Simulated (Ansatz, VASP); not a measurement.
# Two plane-wave programs on Pb

Contents of INCAR:

```
PREC     = Accurate       # precision mode
ENCUT    = 600            # plane-wave cutoff, eV
EDIFF    = 1E-6           # SCF threshold, eV
ISMEAR   = -1             # smearing method
SIGMA    = 0.05           # smearing width, eV
LREAL    = F              # projectors in reciprocal space
LASPH    = T              # aspherical terms in the spheres
NELM     = 100            # most SCF steps
ALGO     = Fast           # electronic algorithm
ISIF     = 3              # what is computed and relaxed
LWAVE    = F              # write WAVECAR
LCHARG   = F              # write CHGCAR
GGA      = CA             # functional
IBRION   = 2              # ionic algorithm
NSW      = 60             # ionic steps
EDIFFG   = -0.01          # ionic threshold
```

File KPOINTS:

```
regular mesh
0
Gamma
  9 9 5
```

POSCAR

```
Pb
1.0
    3.4800000000      0.0000000000      0.0000000000
   -1.7400000000      3.0137684052      0.0000000000
    0.0000000000      0.0000000000      5.5900000000
Pb
2
Direct
    0.6666666667      0.3333333333      0.7500000000
    0.3333333333      0.6666666667      0.2500000000
```

File input.yaml:

```yaml
crystal:
  lattice:
    - [3.48, 0.0, 0.0]
    - [-1.74, 3.0137684052, 0.0]
    - [0.0, 0.0, 5.59]
  atoms:
    - { symbol: Pb, position: [0.6666666667, 0.3333333333, 0.75] }
    - { symbol: Pb, position: [0.3333333333, 0.6666666667, 0.25] }
hamiltonian:
  xc: lda
  pseudopotentials: { kind: paw }
kpoints:
  mp_grid: { grid: [9, 9, 5] }
scf:
  occupations: { method: fermi_dirac, width: 0.05 }
output:
  forces: true
  stress: true
  eigenvalues: true
relax:
  f_tol: 0.01
  max_steps: 40
  cell: { stress_tol: 0.05 }
```

Alike in both runs: task relaxation of cell and atoms; functional LDA; k mesh 9 × 9 × 5; occupations fermi-dirac, width 0.05 eV; no spin polarisation.

```csv
,VASP,Ansatz
version,VASP 6.6.1,Ansatz 0.2.0
potentials or method,"VASP PAW LDA potentials, release 64 (Pb_d)",Ansatz PAW
plane-wave cutoff (eV),600,420
valence electrons in the cell,28,28
```

```tsv
	VASP	Ansatz	Ansatz less VASP
gap on the k mesh at the Fermi level, each at its own relaxed structure (eV)	none	none	-
relaxed volume (Å³/atom)	28.95	28.86	-0.085
relaxed cell length with the largest relative difference (Å)	3.397	3.393	-0.0042
```

LDA's correlation is that of Perdew and Zunger in VASP and of Perdew and Wang (1992) in Ansatz. A gap of «none» marks a metal or a gap that the smearing closes.

Spin-orbit coupling is off throughout. Noted on Ansatz's run: the plane-wave basis is chosen anew once the cell has moved, so the energies of steps on either side of that aren't comparable.
